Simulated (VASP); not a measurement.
Input of a VASP 6.6.1 run:

File INCAR:

```
PREC = Accurate ; ENCUT = 600
EDIFF = 1E-6 ; ISMEAR = -1
SIGMA = 0.05 ; LREAL = F
LASPH = T ; NELM = 80
ALGO = Normal ; ISIF = 3
LWAVE = F ; LCHARG = F
GGA = PS ; IBRION = 2
NSW = 80 ; EDIFFG = -0.01
PSTRESS = 300.0
```

File KPOINTS:

```
Automatic mesh
0
Gamma
  6 6 6
```

Contents of POSCAR:

```
In3As
1.0
    4.6716810000      0.0000000000      0.0000000000
    0.0000000000      4.6716810000      0.0000000000
    0.0000000000      0.0000000000      4.6716810000
In As
3 1
Direct
    0.5000000000      0.5000000000      0.0000000000
    0.5000000000      0.0000000000      0.5000000000
    0.0000000000      0.5000000000      0.5000000000
    0.0000000000      0.0000000000      0.0000000000
```

Potentials or basis: VASP PAW PBE potentials, release 64 (In_d, As).

Run with:

```console
$ cat potpaw_PBE.64/In_d/POTCAR potpaw_PBE.64/As/POTCAR > POTCAR
$ mpirun -np 1 vasp_std > vasp.out
```

**Question.** What does it give for the space group after relaxing (to 0.1 Å)?

**Answer.** Pm-3m (No. 221).

**Question.** Predict the relaxed volume.

**Answer.** 18.07 Å³/atom.

Final structure:
```
In As
1.0
     4.16560    0.00000    0.00000
     0.00000    4.16560    0.00000
     0.00000    0.00000    4.16560
In As
3 1
Direct
  0.50000 0.50000 0.00000
  0.50000 0.00000 0.50000
  0.00000 0.50000 0.50000
  0.00000 0.00000 0.00000
```

Caveat: the cell is relaxed towards a set pressure, so the run minimises the enthalpy, not the energy; the volume moved by over 15 % at a fixed basis, so the end points are rough; the PAW data sets were made with another functional, which shifts forces and pressure a little.
